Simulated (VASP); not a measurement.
# AlN: single point with LDA

The system is AlN.

```
Al N
1.0
     3.24450    0.00000    0.00000
    -1.62225    2.80982    0.00000
     0.00000    0.00000    4.10208
Al N
2 2
Direct
  0.66667 0.33333 0.25000
  0.33333 0.66667 0.75000
  0.66667 0.33333 0.75000
  0.33333 0.66667 0.25000
```

This cell differs from its parent crystal: volume scaled by 0.94.

* Program: VASP 6.6.1
* Task: single point
* Functional: LDA
* Potentials or basis: VASP PAW LDA potentials, release 64 (Al, N)
* Cutoff: 520 eV
* k mesh: 9 × 9 × 7
* Occupations: fermi-dirac, width 0.05 eV
* Spin: no spin polarisation

```
Pressure               : 5.4 GPa
Band gap on the k mesh : 3.75 eV, direct
```

Stress tensor (GPa, compression positive):
```
6.55 0.00 0.00
0.00 6.55 0.00
0.00 0.00 3.09
```

Levels at points of the mesh, in eV from the valence-band top:
```tsv
k point	band 5	band 6	band 7	band 8	band 9	band 10	band 11	band 12
(0.00, 0.00, 0.00)	-3.46	-1.73	-1.73	0.00	3.75	4.75	8.38	8.38
```

It took 12 s on 1 thread of AMD EPYC 7R13 Processor (Zen 3) (shared host), peak memory 0.11 GiB.

 A k mesh can miss the band edges.
